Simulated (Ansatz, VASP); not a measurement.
Cr in VASP and in Ansatz

```xyz
2
Lattice="2.6958 0.0000 0.0000 -1.3479 2.3346 0.0000 0.0000 0.0000 4.3804" Properties=species:S:1:pos:R:3 pbc="T T T"
Cr    1.3479    0.7782    3.2853
Cr    0.0000    1.5564    1.0951
```

Alike in both runs: task single point; functional r2SCAN; k mesh 11 × 11 × 6; occupations fermi-dirac, width 0.05 eV; collinear spin.

```csv
,VASP,Ansatz
version,VASP 6.6.1,Ansatz 0.2.0
potentials or method,"VASP PAW PBE potentials, release 64 (Cr_pv)",Ansatz PAW
plane-wave cutoff (eV),520,500
valence electrons in the cell,24,28
```

|  | VASP | Ansatz | Ansatz less VASP |
| --- | --- | --- | --- |
| gap on the k mesh at the Fermi level (eV) | none | none | - |
| pressure (GPa) | -13.1 | 3.9 | +17.01 |
| traceless stress, the component that is largest in VASP (GPa) | -4.32 | -16.84 | -12.515 |
| net moment per atom (μB) | 2.01 | 0.00 | -2.012 |
| size of the moment on the site where the two differ most (μB) | 1.96 | 2.82 | +0.860 |

The net moments are unlike, so the other rows may belong to different states. VASP's potentials were made for PBE, not for r2SCAN. Site moments also hang on the region over which each program counts them. A gap of «none» marks a metal or a gap that the smearing closes. VASP's potentials hold 24 valence electrons a cell and Ansatz's 28, so a difference there can come from the potentials and not from the codes.

Noted on Ansatz's run: the magnetic or orbital state may not be the lowest.
